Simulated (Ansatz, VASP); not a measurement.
Pd in VASP and in Ansatz

File INCAR:

```
PREC = Accurate ; ENCUT = 600
EDIFF = 1E-6 ; ISMEAR = -1
SIGMA = 0.05 ; LREAL = False
LASPH = True ; NELM = 100
ALGO = Normal ; ISIF = 3
LWAVE = False ; LCHARG = False
GGA = PE ; IBRION = 2
NSW = 45 ; EDIFFG = -0.005
```

Contents of KPOINTS:

```
regular mesh
0
Gamma
  18 18 18
```

File POSCAR:

```
Pd
1.0
   -1.5687506983      1.5687506983      1.5687506983
    1.5687506983     -1.5687506983      1.5687506983
    1.5687506983      1.5687506983     -1.5687506983
Pd
1
Direct
    0.0000000000      0.0000000000      0.0000000000
```

Input for Ansatz:

```yaml
crystal:
  lattice:
    - [-1.5687506983, 1.5687506983, 1.5687506983]
    - [1.5687506983, -1.5687506983, 1.5687506983]
    - [1.5687506983, 1.5687506983, -1.5687506983]
  atoms:
    - { symbol: Pd, position: [0.0, 0.0, 0.0] }
kpoints:
  mp_grid: { grid: [18, 18, 18] }
scf:
  occupations: { method: fermi_dirac, width: 0.05 }
hamiltonian:
  xc: pbe
  pseudopotentials: { kind: all_electron, lapw: { basis_error: 0.0005 } }
output:
  forces: true
  stress: true
  eigenvalues: true
  populations: true
relax:
  f_tol: 0.005
  max_steps: 25
  cell: {}
```

Alike in both runs: task relaxation of cell and atoms; functional PBE; k mesh 18 × 18 × 18; occupations fermi-dirac, width 0.05 eV; no spin polarisation.

|  | VASP | Ansatz |
| --- | --- | --- |
| version | VASP 6.6.1 | Ansatz 0.2.0 |
| potentials or method | VASP PAW PBE potentials, release 64 (Pd), cutoff 600 eV | all-electron LAPW, scalar-relativistic |

```csv
,VASP,Ansatz,Ansatz less VASP
relaxed volume (Å³/atom),15.41,15.43,+0.024
relaxed cell length with the largest relative difference (Å),2.715,2.717,+0.0014
```

Ansatz ran all-electron here, and VASP with PAW potentials.
